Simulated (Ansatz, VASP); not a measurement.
# One calculation of Li2S, two programs

```
Li S
1.0
     0.00000    2.84450    2.84450
     2.84450    0.00000    2.84450
     2.84450    2.84450    0.00000
Li S
2 1
Direct
  0.25000 0.25000 0.25000
  0.75000 0.75000 0.75000
  0.00000 0.00000 0.00000
```

Alike in both runs: functional r2SCAN; k mesh 8 × 8 × 8; occupations gaussian, width 0.02 eV; no spin polarisation.

Ansatz relaxed the structure, and its values are those at the end. VASP's run is a single point on that final structure, the one shown.

|  | VASP | Ansatz |
| --- | --- | --- |
| version | VASP 6.6.1 | Ansatz 0.2.0 |
| potentials or method | VASP PAW PBE potentials, release 64 (Li_sv, S), cutoff 830 eV | scalar-relativistic, plane waves, PAW |
| valence electrons in the cell | 12 | 12 |

|  | VASP | Ansatz | Ansatz less VASP |
| --- | --- | --- | --- |
| gap on the k mesh at the Fermi level (eV) | 3.86 | 3.87 | +0.017 |
| least direct gap on the mesh (eV) | 5.06 | 4.96 | -0.093 |
| pressure (GPa) | -0.2 | 0.0 | +0.21 |

VASP's potentials were made for PBE, not for r2SCAN.
